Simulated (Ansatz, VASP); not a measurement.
## SrO: VASP beside Ansatz

```xyz
2
Lattice="0.0280 2.6079 2.6079 2.6079 0.0280 2.6079 2.6079 2.6079 0.0280" Properties=species:S:1:pos:R:3 pbc="T T T"
Sr    0.0000    0.0000    0.0000
O     2.6219    2.6219    2.6219
```

Change from the starting cell: shear_111 strain +1.6%.

Alike in both runs: task single point; functional r2SCAN; k mesh 8 × 8 × 8; no spin polarisation.

```csv
,VASP,Ansatz
version,VASP 6.6.1,Ansatz 0.2.0
potentials or method,"VASP PAW PBE potentials, release 64 (Sr_sv, O)","plane waves, PAW"
plane-wave cutoff (eV),520,500
occupations,"gaussian, width 0.01 eV",fixed
valence electrons in the cell,16,16
```

|  | VASP | Ansatz | Ansatz less VASP |
| --- | --- | --- | --- |
| gap on the k mesh at the Fermi level (eV) | 3.74 | 3.79 | +0.050 |
| pressure (GPa) | -1.0 | -1.5 | -0.49 |
| traceless stress, the component that is largest in VASP (GPa) | -0.62 | -0.62 | 0.000 |

VASP's potentials were made for PBE, not for r2SCAN.
